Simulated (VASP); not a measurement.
# CuO (P4_2/mmc) in VASP: notebook

Runs on CuO. Level: RPBE. Tasks: single point.

All numbers are computed with VASP 6.6.1; they aren't measurements. Logs are shortened: lines on timing, memory, paths and dates and some standing lists are left out, and cuts for length are marked.

## 1. The cell of the first run

The structure is tetragonal, space group P4_2/mmc (No. 131). The conventional cell has a = 3.422 Å, b = 3.422 Å, c = 4.260 Å, α = 90.00°, β = 90.00°, γ = 90.00°. Within 2.7 Å of Cu (site symmetry mmm) lie 4 O at 2.02 Å. Within 2.7 Å of O (site symmetry -4m2) lie 4 Cu at 2.02 Å and 2 O at 2.13 Å.

## 2. Single point, RPBE

The input, INCAR:

```
ALGO = Normal
EDIFF = 1E-6
ENCUT = 520
GGA = RP
ISIF = 2
ISMEAR = -1
LASPH = True
LCHARG = False
LREAL = False
LWAVE = False
NBANDS = 25
NELM = 100
PREC = Accurate
SIGMA = 0.05
```

The input, KPOINTS:

```
k-points
0
Gamma
  8 8 6
```

The input, POSCAR:

```
CuO
1.0
    3.4220509700      0.0000000000      0.0000000000
    0.0000000000      3.4220509700      0.0000000000
    0.0000000000      0.0000000000      4.2604614800
Cu O
2 2
Direct
    0.0000000000      0.5000000000      0.0000000000
    0.5000000000      0.0000000000      0.5000000000
    0.0000000000      0.0000000000      0.2500000000
    0.0000000000      0.0000000000      0.7500000000
```

Potentials or basis: VASP PAW PBE potentials, release 64 (Cu, O).

Started as:

```sh
$ cat potpaw_PBE.64/Cu/POTCAR potpaw_PBE.64/O/POTCAR > POTCAR
$ mpirun -np 1 vasp_std > vasp.out
```

OUTCAR:

```text
EDIFF = 1E-6
   ENCUT = 520
   GGA = RP
   ISIF = 2
   ISMEAR = -1
   LASPH = True
   LREAL = False
   NELM = 100
   PREC = Accurate

 ion  position               nearest neighbor table
   1  0.000  0.500  0.000-   3 2.02   4 2.02   3 2.02   4 2.02
   2  0.500  0.000  0.500-   3 2.02   4 2.02   3 2.02   4 2.02
   3  0.000  0.000  0.250-   1 2.02   2 2.02   1 2.02   2 2.02
   4  0.000  0.000  0.750-   1 2.02   2 2.02   1 2.02   2 2.02

  LATTYP: Found a simple tetragonal cell.
 ALAT       =     3.4220509700
 C/A-ratio  =     1.2450023443

  Lattice vectors:

 A1 = (   3.4220509700,   0.0000000000,   0.0000000000)
 A2 = (   0.0000000000,   3.4220509700,   0.0000000000)
 A3 = (   0.0000000000,   0.0000000000,   4.2604614800)

Analysis of symmetry for initial positions (statically):
=====================================================================
 Subroutine PRICEL returns:
 Original cell was already a primitive cell.

 Routine SETGRP: Setting up the symmetry group for a
 simple tetragonal supercell.

 Subroutine GETGRP returns: Found 16 space group operations
 (whereof  8 operations were pure point group operations)
 out of a pool of 16 trial point group operations.

The static configuration has the point symmetry D_2h.
 The point group associated with its full space group is D_4h.

Analysis of symmetry for dynamics (positions and initial velocities):
=====================================================================
 Subroutine PRICEL returns:
 Original cell was already a primitive cell.

 Routine SETGRP: Setting up the symmetry group for a
 simple tetragonal supercell.

 Subroutine GETGRP returns: Found 16 space group operations
 (whereof  8 operations were pure point group operations)
 out of a pool of 16 trial point group operations.

The dynamic configuration has the point symmetry D_2h.
 The point group associated with its full space group is D_4h.

 Subroutine INISYM returns: Found 16 space group operations
 (whereof  8 operations are pure point group operations),
 and found     1 'primitive' translations

----------------------------------------------------------------------------------------

                                     Primitive cell

  volume of cell :      49.8918

  direct lattice vectors                    reciprocal lattice vectors
     3.422050970  0.000000000  0.000000000     0.292222415  0.000000000  0.000000000
     0.000000000  3.422050970  0.000000000     0.000000000  0.292222415  0.000000000
     0.000000000  0.000000000  4.260461480     0.000000000  0.000000000  0.234716358

  length of vectors
     3.422050970  3.422050970  4.260461480     0.292222415  0.292222415  0.234716358

  position of ions in fractional coordinates (direct lattice)
     0.000000000  0.500000000  0.000000000
     0.500000000  0.000000000  0.500000000
     0.000000000  0.000000000  0.250000000
     0.000000000  0.000000000  0.750000000

  ion indices of the primitive-cell ions
   primitive index   ion index
                 1           1
                 2           2
                 3           3
                 4           4

----------------------------------------------------------------------------------------

 KPOINTS: k-points

Automatic generation of k-mesh.
 Grid dimensions read from file:
 generate k-points for:    8    8    6

 Generating k-lattice:

  Cartesian coordinates                     Fractional coordinates (reciprocal lattice)
     0.036527802  0.000000000  0.000000000     0.125000000  0.000000000  0.000000000
     0.000000000  0.036527802  0.000000000     0.000000000  0.125000000  0.000000000
     0.000000000  0.000000000  0.039119393     0.000000000  0.000000000  0.166666667

  Length of vectors
     0.036527802  0.036527802  0.039119393

  Shift w.r.t. Gamma in fractional coordinates (k-lattice)
     0.000000000  0.000000000  0.000000000

 Subroutine IBZKPT returns following result:
 ===========================================

 Found     60 irreducible k-points:

 Following reciprocal coordinates:
            Coordinates               Weight
  0.000000  0.000000  0.000000      1.000000
  0.125000  0.000000  0.000000      4.000000
  0.250000  0.000000  0.000000      4.000000
  0.375000  0.000000  0.000000      4.000000
  0.500000  0.000000  0.000000      2.000000
  0.125000  0.125000  0.000000      4.000000
[... 16 lines left out ...]
  0.375000  0.125000  0.166667     16.000000
  0.500000  0.125000  0.166667      8.000000
 [... further k-points ...]
   k-points           NKPTS =     60   k-points in BZ     NKDIM =     60   number of bands    NBANDS=     25
   number of dos      NEDOS =    301   number of ions     NIONS =      4
   total plane-waves  NPLWV =  25088
   dimension x,y,z NGX =    28 NGY =   28 NGZ =   32
   dimension x,y,z NGXF=    56 NGYF=   56 NGZF=   64
   ions per type =               2   2
   NGX,Y,Z   is equivalent  to a cutoff of  13.60, 13.60, 12.49 a.u.
   NGXF,Y,Z  is equivalent  to a cutoff of  27.21, 27.21, 24.97 a.u.
 SYSTEM =  unknown system
   PREC   = accura    normal or accurate (medium, high low for compatibility)
   ISTART =      0    job   : 0-new  1-cont  2-samecut
   ICHARG =      2    charge: 1-file 2-atom 10-const
   ISPIN  =      1    spin polarized calculation?
   LNONCOLLINEAR =      F non collinear calculations
   LSORBIT =      F    spin-orbit coupling
   LASPH  =      T    aspherical Exc in radial PAW
   ENCUT  =  520.0 eV  38.22 Ry    6.18 a.u.   6.36  6.36  7.92*2*pi/ulx,y,z
   NELM   =    100;   NELMIN=  2; NELMDL= -5     # of ELM steps
   EDIFF  = 0.1E-05   stopping-criterion for ELM
   LREAL  =      F    real-space projection
   EDIFFG = 0.1E-04   stopping-criterion for IOM
   NSW    =      0    number of steps for IOM
   IBRION =     -1    ionic relax: 0-MD 1-quasi-New 2-CG
   NFREE  =      0    steps in history (QN), initial steepest desc. (CG)
   ISIF   =      2    stress and relaxation
   ISYM   =      2    0-nonsym 1-usesym 2-fastsym
   POTIM  = 0.5000    time-step for ionic-motion
   TEBEG  =    0.0;   TEEND  =   0.0 temperature during run
   PSTRESS=    0.0 pullay stress
   NELECT =      34.0000    total number of electrons
   NUPDOWN=      -1.0000    fix difference up-down
   EMIN   =  10.00;   EMAX   =-10.00  energy-range for DOS
   EFERMI =   0.00;   METHOD = LEGACY
   ISMEAR =    -1;   SIGMA  =   0.05  broadening in eV -4-tet -1-fermi 0-gaus
   EFERMI_NEDOS =   21; number of points for ismear=-14 and -15
   IALGO  =     38    algorithm
   IMIX   =      4    mixing-type and parameters
     AMIX     =   0.40;   BMIX     =  1.00
     AMIX_MAG =   1.60;   BMIX_MAG =  1.00
  volume/ion in A,a.u.               =      12.47        84.17
  Fermi-wavevector in a.u.,A,eV,Ry     =   1.440648  2.722430 28.238446  2.075467
  Thomas-Fermi vector in A             =   2.559369
   LORBIT       =      0    0 simple, 1 ext, 2 COOP (PROOUT), +10 PAW based schemes
   GGA     = RP    functional components
   LHFCALC =     F    Hartree Fock is set to
   AEXX    =    0.0000 exact exchange contribution
   IVDW    =     0    specifies the selected vdW correction
   LEPSILON=     F    determine dielectric tensor
   LRPA    =     F    only Hartree local field effects (RPA)
 non-spin polarized calculation
  energy-cutoff  :      520.00
  volume of cell :       49.89
 maximum number of plane-waves:      1360
 NGX is ok and might be reduce to    28
   NGX = 13   NGY = 13   NGZ = 15

 number of electron      34.0000008 magnetization

 Free energy of the ion-electron system (eV)
  ---------------------------------------------------
  ext. energy  EPLUGINS =         0.00000000
  ---------------------------------------------------
  free energy    TOTEN  =       -16.65925690 eV

  energy without entropy =      -16.63938333  energy(sigma->0) =      -16.64932012

 E-fermi :   4.1976     XC(G=0): -10.4010

 val. band max:        4.1972125161   @ k =   0.2500   0.1250   0.1667
 cond. band min:       4.2232826054   @ k =   0.1250   0.0000   0.5000
 fundamental gap:      0.0260700893
 Fermi energy:         4.1975523553

 k-point     1 :       0.0000    0.0000    0.0000
  band No.  band energies     occupation
      1     -15.9691      2.00000
      2     -13.2138      2.00000
      3      -3.6556      2.00000
      4      -1.0283      2.00000
      5      -1.0283      2.00000
      6      -0.5051      2.00000
[... 17 lines left out ...]
     24      15.4935      0.00000
     25      17.4983      0.00000

 k-point     2 :       0.1250    0.0000    0.0000
  band No.  band energies     occupation
      1     -15.9323      2.00000
      2     -13.2189      2.00000
      3      -3.5811      2.00000
      4      -1.0170      2.00000
      5      -1.0033      2.00000
      6      -0.9252      2.00000
[... 17 lines left out ...]
     24      15.8688      0.00000
     25      17.4471      0.00000

 k-point     3 :       0.2500    0.0000    0.0000
  band No.  band energies     occupation
      1     -15.8420      2.00000
      2     -13.2307      2.00000
      3      -3.3891      2.00000
      4      -1.8702      2.00000
      5      -0.9412      2.00000
      6      -0.6698      2.00000
[... 17 lines left out ...]
     24      16.7109      0.00000
     25      16.9876      0.00000

 k-point     4 :       0.3750    0.0000    0.0000
  band No.  band energies     occupation
      1     -15.7487      2.00000
      2     -13.2422      2.00000
      3      -3.1695      2.00000
      4      -2.5400      2.00000
      5      -0.8764      2.00000
      6      -0.7690      2.00000
[... 17 lines left out ...]
     24      15.8758      0.00000
     25      17.3921      0.00000

 k-point     5 :       0.5000    0.0000    0.0000
  band No.  band energies     occupation
      1     -15.7091      2.00000
      2     -13.2471      2.00000
      3      -3.0449      2.00000
      4      -2.8150      2.00000
      5      -0.8486      2.00000
      6      -0.8070      2.00000
[... 17 lines left out ...]
     24      14.6703      0.00000
     25      17.4188      0.00000

 k-point     6 :       0.1250    0.1250    0.0000
  band No.  band energies     occupation
      1     -15.8960      2.00000
      2     -13.2239      2.00000
      3      -3.5056      2.00000
      4      -1.1291      2.00000
      5      -0.9205      2.00000
      6      -0.9045      2.00000
[... 17 lines left out ...]
     24      16.9550      0.00000
     25      17.2659      0.00000
[... 393 lines left out ...]
 k-point    21 :       0.1250    0.1250    0.1667
  band No.  band energies     occupation
      1     -15.7627      2.00000
      2     -13.4786      2.00000
      3      -3.0441      2.00000
      4      -1.2512      2.00000
      5      -1.1321      2.00000
      6      -0.7226      2.00000
[... 17 lines left out ...]
     24      15.9224      0.00000
     25      17.3812      0.00000

 k-point    22 :       0.2500    0.1250    0.1667
  band No.  band energies     occupation
      1     -15.6771      2.00000
      2     -13.4773      2.00000
      3      -2.8746      2.00000
      4      -1.7785      2.00000
      5      -1.2092      2.00000
      6      -0.6427      2.00000
[... 17 lines left out ...]
     24      15.6138      0.00000
     25      17.8941      0.00000

 k-point    23 :       0.3750    0.1250    0.1667
  band No.  band energies     occupation
      1     -15.5891      2.00000
      2     -13.4755      2.00000
      3      -2.6849      2.00000
      4      -2.3677      2.00000
      5      -1.2571      2.00000
      6      -0.5119      2.00000
[... 17 lines left out ...]
     24      15.5773      0.00000
     25      17.9606      0.00000

 k-point    24 :       0.5000    0.1250    0.1667
  band No.  band energies     occupation
      1     -15.5519      2.00000
      2     -13.4746      2.00000
      3      -2.6401      2.00000
      4      -2.5503      2.00000
      5      -1.2755      2.00000
      6      -0.4737      2.00000
[... 17 lines left out ...]
     24      15.5076      0.00000
     25      18.3659      0.00000

 [... further k-points ...]

------------------------ aborting loop because EDIFF is reached ----------------------------------------

  FORCE on cell =-STRESS in cart. coord.  units (eV):
  Direction    XX          YY          ZZ          XY          YZ          ZX
  --------------------------------------------------------------------------------------
  -------------------------------------------------------------------------------------
  Total       -3.0937690     -3.0937690      8.1162360      0.0000000      0.0000000      0.0000000
  in kB      -99.3502312    -99.3502312    260.6367553      0.0000000      0.0000000      0.0000000
  external PRESSURE =      20.6454310 kB  Pullay stress =       0.0000000 kB

 VOLUME and BASIS-vectors are now :
 -----------------------------------------------------------------------------
  energy-cutoff  :      520.00
  volume of cell :       49.89
      direct lattice vectors                 reciprocal lattice vectors
     3.422050970  0.000000000  0.000000000     0.292222415  0.000000000  0.000000000
     0.000000000  3.422050970  0.000000000     0.000000000  0.292222415  0.000000000
     0.000000000  0.000000000  4.260461480     0.000000000  0.000000000  0.234716358

 POSITION                                       TOTAL-FORCE (eV/Angst)
 -----------------------------------------------------------------------------------
      0.00000      1.71103      0.00000        -0.000000      0.000000      0.000000
      1.71103      0.00000      2.13023        -0.000000      0.000000      0.000000
      0.00000      0.00000      1.06512         0.000000     -0.000000      0.000000
      0.00000      0.00000      3.19535        -0.000000      0.000000      0.000000
 -----------------------------------------------------------------------------------
    total drift:                                0.000000      0.000000      0.000000

  FREE ENERGIE OF THE ION-ELECTRON SYSTEM (eV)
  ---------------------------------------------------
  free  energy   TOTEN  =       -16.6592569039 eV

  energy  without entropy=      -16.6393833338  energy(sigma->0) =      -16.64932012
```

Run time: 73 s. Hardware: 1 thread of Intel Xeon Platinum 8488C (Sapphire Rapids), shared host; peak memory 0.2 GiB.

Results:

- Free energy: -16.6593 eV
- Pressure: 2.1 GPa
- Band gap on the k mesh: zero (bands 17 and 18 overlap by 1.79 eV)

Levels at points of the mesh, in eV from the Fermi level:
| k point | band 14 | band 15 | band 16 | band 17 | band 18 | band 19 | band 20 | band 21 |
| --- | --- | --- | --- | --- | --- | --- | --- | --- |
| (0.00, 0.00, 0.00) | -2.23 | -1.26 | 0.45 | 0.53 | 0.65 | 0.65 | 6.18 | 7.27 |
| (0.50, 0.00, 0.00) | -1.81 | -1.73 | -1.73 | 0.55 | 0.97 | 3.84 | 4.17 | 6.58 |
| (0.50, 0.50, 0.00) | -2.09 | -1.80 | -1.49 | -1.49 | 0.89 | 1.33 | 7.96 | 7.96 |
| (0.00, 0.00, 0.50) | -1.91 | -1.64 | -1.64 | -0.04 | -0.04 | 2.29 | 2.29 | 9.88 |
| (0.50, 0.00, 0.50) | -2.16 | -1.86 | -1.79 | -0.73 | 0.42 | 3.97 | 5.19 | 5.98 |
| (0.50, 0.50, 0.50) | -1.79 | -1.59 | -1.59 | -1.15 | -1.15 | 3.61 | 3.61 | 8.40 |

Caveat: the PAW data sets were made with another functional, which shifts forces and pressure a little; semilocal functionals often make such compounds metallic where correlation or magnetic order opens a gap, which also shifts bond lengths. With open d or f shells a metallic result of RPBE can be an artefact of self-interaction; +U or a hybrid may open a gap.

[end of part 1 of 2]
